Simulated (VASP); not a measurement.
Set up this calculation in VASP 6.6.1, as the native input.

| Item | Value |
| --- | --- |
| Task | single point |
| Functional | HSE06 |
| Potentials or basis | VASP PAW PBE potentials, release 64 (Zr_sv, S) |
| Cutoff | 400 eV |
| k mesh | 6 × 6 × 4 |
| Occupations | gaussian, width 0.01 eV |
| Spin | no spin polarisation |
| Dipole correction | no |
| Grid for exact exchange (PRECFOCK) | Normal |
| Further INCAR settings | ALGO = Normal; EDIFF = 1e-06; NBANDS = 19 |
| Share of exact exchange | 0.25 |
| Screening parameter | 0.2079 1/Å |

ZrS2:

```
CELL_PARAMETERS angstrom
3.67436 0.00000 0.00000
-1.83718 3.18209 0.00000
0.00000 0.00000 5.85714
ATOMIC_POSITIONS crystal
Zr 0.00000 0.00000 0.00000
S 0.66667 0.33333 0.75376
S 0.33333 0.66667 0.24624
```

These files were run (other wordings do the same):

POSCAR

```
ZrS2
1.0
    3.6743619265      0.0000000000      0.0000000000
   -1.8371809632      3.1820907710      0.0000000000
    0.0000000000      0.0000000000      5.8571358122
Zr S
1 2
Direct
    0.0000000000      0.0000000000      0.0000000000
    0.6666666667      0.3333333333      0.7537648226
    0.3333333333      0.6666666667      0.2462351774
```

INCAR.step1

```
ALGO = Normal
EDIFF = 1E-5
ENCUT = 400
GGA = PE
GGA_COMPAT = False
ISIF = 2
ISMEAR = 0
LASPH = True
LCHARG = False
LREAL = False
LWAVE = True
NBANDS = 19
NELM = 120
PREC = Accurate
SIGMA = 0.01
```

INCAR.step2

```
ALGO = Normal
EDIFF = 1E-6
ENCUT = 400
GGA = PE
GGA_COMPAT = False
HFSCREEN = 0.2079
ISIF = 2
ISMEAR = 0
ISTART = 1
LASPH = True
LCHARG = False
LHFCALC = True
LREAL = False
LWAVE = False
NBANDS = 19
NELM = 120
PREC = Accurate
PRECFOCK = Normal
SIGMA = 0.01
```

KPOINTS

```
k-points
0
Gamma
  6 6 4
```

Potentials or basis: VASP PAW PBE potentials, release 64 (Zr_sv, S).

Command:

```bash
$ cat potpaw_PBE.64/Zr_sv/POTCAR potpaw_PBE.64/S/POTCAR > POTCAR
$ cp INCAR.step1 INCAR
$ mpirun -np 1 vasp_std > vasp.out
$ cp INCAR.step2 INCAR
$ mpirun -np 1 vasp_std > vasp.out
```

It gave:

- Pressure: 0.0 GPa
- Largest force: 0.186 eV/Å
- Band gap on the k mesh: 1.68 eV (least direct gap 2.38 eV)

Caveat: the PAW data sets were made with another functional, which shifts forces and pressure a little; this functional lacks dispersion, which binds layers or chains, so the pressure and a relaxed spacing across them are unreliable.

Run time: 48 min on 1 thread of Intel(R) Xeon(R) Platinum 8259CL CPU @ 2.50GHz (Skylake/Cascade Lake) (shared host), peak memory 0.28 GiB.
